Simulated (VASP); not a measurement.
The system is La2Hf3O3.

```
La Hf O
1.0
    -2.80716    2.80716    5.17083
     2.80716   -2.80716    5.17083
     2.80716    2.80716   -5.17083
La Hf O
2 3 3
Direct
  0.70718 0.70718 0.00000
  0.29282 0.29282 0.00000
  0.75000 0.25000 0.50000
  0.25000 0.75000 0.50000
  0.00000 0.00000 0.00000
  0.50000 0.00000 0.50000
  0.00000 0.50000 0.50000
  0.50000 0.50000 0.00000
```

The cell was built from a structure type or drawn by symmetry, and may not be a known phase.

| Property | Result |
| --- | --- |
| Program | VASP 6.6.1 |
| Task | relaxation of cell and atoms |
| Functional | PBE |
| Potentials or basis | VASP PAW PBE potentials, release 64 (La, Hf_pv, O) |
| Cutoff | 600 eV |
| k mesh | 4 × 4 × 4 |
| Occupations | gaussian, width 0.1 eV |
| Spin | no spin polarisation |

At the start: pressure -2.6 GPa; volume 20.37 Å³/atom.

Q: How do energy, volume and symmetry change on relaxing?

A: Over 18 steps the energy falls by 437.0 meV/atom and the volume is 22.00 Å³/atom (+8.0 %); space group I4/mmm (No. 139, to 0.1 Å) before and after.

The path:
```csv
step,energy change (eV),largest force (eV/Å),pressure (GPa),volume (Å³)
1,0.0000,4.8573,-2.61,162.99
2,2.3170,22.1152,24.52,152.91
3,-2.0868,1.4027,3.21,158.64
4,-2.0948,1.7728,3.59,158.47
5,-2.0964,2.0300,3.86,158.36
6,-2.8528,2.3379,0.29,167.23
7,-2.6256,1.0191,4.99,192.34
8,-3.3385,2.4244,-0.23,176.79
9,-3.3981,1.8810,0.39,181.30
10,-2.8541,4.2006,-4.80,187.80
11,-3.4657,0.0497,-1.22,182.80
12,-3.4659,0.1280,-1.15,182.72
13,-3.4859,0.0949,0.13,178.38
14,-3.4861,0.1202,0.25,177.93
15,-3.4924,0.3670,-0.35,176.17
16,-3.4937,0.2956,-0.17,176.68
17,-3.4954,0.1537,0.09,175.68
18,-3.4960,0.0009,0.01,176.02
```

Final structure:
```
La Hf O
1.0
    -3.14952    3.14952    4.43614
     3.14952   -3.14952    4.43614
     3.14952    3.14952   -4.43614
La Hf O
2 3 3
Cartesian
  0.0000 0.0000 6.3626
  0.0000 0.0000 2.5097
  0.0000 3.1495 2.2181
  3.1495 0.0000 2.2181
  0.0000 0.0000 0.0000
  0.0000 3.1495 0.0000
  3.1495 0.0000 0.0000
  0.0000 0.0000 4.4361
```
